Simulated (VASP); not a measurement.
A run of VASP 6.6.1:

File INCAR:

```
ALGO = Normal ; EDIFF = 1E-6
EDIFFG = -0.05 ; ENCUT = 600
GGA = PE ; IBRION = 2
ISIF = 3 ; ISMEAR = 0
IVDW = 12 ; LASPH = T
LCHARG = F ; LREAL = F
LWAVE = F ; NELM = 60
NSW = 100 ; PREC = Accurate
SIGMA = 0.1
```

Contents of KPOINTS:

```
k-points
0
Gamma
  6 6 6
```

Contents of POSCAR:

```
MoS2
1.0
    1.5855000000      0.9153888518      6.1149966667
   -1.5855000000      0.9153888518      6.1149966667
    0.0000000000     -1.8307777036      6.1149966667
Mo S
1 2
Direct
    0.0000000000      0.0000000000      0.0000000000
    0.7500000000      0.7500000000      0.7500000000
    0.2500000000      0.2500000000      0.2500000000
```

Potentials or basis: VASP PAW PBE potentials, release 64 (Mo_sv, S).

Launch:

```bash
$ cat potpaw_PBE.64/Mo_sv/POTCAR potpaw_PBE.64/S/POTCAR > POTCAR
$ mpirun -np 1 vasp_std > vasp.out
```

Hardware: 1 thread of Intel(R) Xeon(R) Platinum 8481C CPU @ 2.70GHz (Sapphire Rapids), on a shared host.

**Question.** Estimate the wall time of this run.

**Answer.** Run time: 8.8 min on 1 thread of Intel(R) Xeon(R) Platinum 8481C CPU @ 2.70GHz (Sapphire Rapids), on a shared host, peak memory 0.44 GiB. Counts: scf iterations 110, k points 32, ion steps 13.
